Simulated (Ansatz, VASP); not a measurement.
Two plane-wave programs on Al2GaP3

```xyz
6
Lattice="3.8949 0.0000 0.0000 -1.9474 3.3730 0.0000 0.0000 0.0000 9.5377" Properties=species:S:1:pos:R:3 pbc="T T T"
Al    0.0000    2.2487    3.1775
Al    1.9474    1.1243    6.3572
Ga    0.0000    0.0000    9.5391
P     0.0000    0.0000    2.3896
P     1.9474    1.1243    8.7383
P     0.0000    2.2487    5.5648
```

Alike in both runs: functional PBE; k mesh 12 × 12 × 4; occupations gaussian, width 0.02 eV; no spin polarisation.

Ansatz relaxed the structure, and its values are those at the end. VASP's run is a single point on that final structure, the one shown.

```csv
,VASP,Ansatz
version,VASP 6.6.1,Ansatz 0.2.0
potentials or method,"VASP PAW PBE potentials, release 64 (Al, Ga_d, P), cutoff 520 eV","scalar-relativistic, plane waves, PAW"
valence electrons in the cell,34,34
```

```csv
,VASP,Ansatz,Ansatz less VASP
gap on the k mesh at the Fermi level (eV),1.61,1.61,+0.001
least direct gap on the mesh (eV),1.98,1.99,+0.003
pressure (GPa),-0.1,0.0,+0.06
rms of the force components (eV/Å),0.003,0.002,-0.0015
```
